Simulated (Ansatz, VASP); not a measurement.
## Two plane-wave programs on Zr2GeW2

File INCAR:

```
SYSTEM = Zr2GeW2
PREC = Accurate ; ENCUT = 500
EDIFF = 1E-6 ; ISMEAR = 0
SIGMA = 0.1 ; LREAL = .False.
LASPH = .True. ; NELM = 120
ALGO = Normal ; ISIF = 2
LWAVE = .False. ; LCHARG = .True.
GGA = PE ; LELF = .True.
LVHAR = .True. ; NBANDS = 41
GGA_COMPAT = .False.
```

KPOINTS

```
Automatic mesh
0
Gamma
  6 6 6
  0 0 0
```

The input POSCAR:

```
Zr2GeW2
1.0
   -1.8177297700      1.8177297700      6.1214160400
    1.8177297700     -1.8177297700      6.1214160400
    1.8177297700      1.8177297700     -6.1214160400
Zr Ge W
2 1 2
Direct
    0.7500000000      0.2500000000      0.5000000000
    0.2500000000      0.7500000000      0.5000000000
    0.0000000000      0.0000000000      0.0000000000
    0.3600000100      0.3600000100      0.0000000000
    0.6399999900      0.6399999900      0.0000000000
```

Input for Ansatz:

```yaml
crystal:
  lattice:
    - [-1.81772977, 1.81772977, 6.12141604]
    - [1.81772977, -1.81772977, 6.12141604]
    - [1.81772977, 1.81772977, -6.12141604]
  atoms:
    - { symbol: Zr, position: [0.75, 0.25, 0.5] }
    - { symbol: Zr, position: [0.25, 0.75, 0.5] }
    - { symbol: Ge, position: [0.0, 0.0, 0.0] }
    - { symbol: W, position: [0.36000001, 0.36000001, 0.0] }
    - { symbol: W, position: [0.63999999, 0.63999999, 0.0] }
basis:
  ecutwfc: 420
kpoints:
  mp_grid: { grid: [6, 6, 6] }
hamiltonian:
  xc: pbe
scf:
  occupations: { method: gaussian, width: 0.1 }
  lower_state_search: "off"
output:
  forces: true
  stress: true
  eigenvalues: true
```

Change from the starting cell: species swapped into the TlNi2S2 type (I4/mmm, No. 139).

Alike in both runs: task single point; functional PBE; k mesh 6 × 6 × 6; occupations gaussian, width 0.1 eV; no spin polarisation.

|  | VASP | Ansatz |
| --- | --- | --- |
| version | VASP 6.6.1 | Ansatz 0.2.0 |
| potentials or method | VASP PAW PBE potentials, release 64 (Zr_sv, Ge_d, W_sv), cutoff 500 eV | scalar-relativistic, plane waves, PAW |
| valence electrons in the cell | 66 | 66 |

```csv
,VASP,Ansatz,Ansatz less VASP
gap on the k mesh at the Fermi level (eV),none,none,-
rms of the force components (eV/Å),5.238,5.024,-0.2134
```

Atom by atom the forces differ by 0.213 eV/Å (rms over components). A gap of «none» marks a metal or a gap that the smearing closes.

The k mesh is coarse, so the values compare programs but aren't converged. Neither program's run includes spin-orbit coupling.
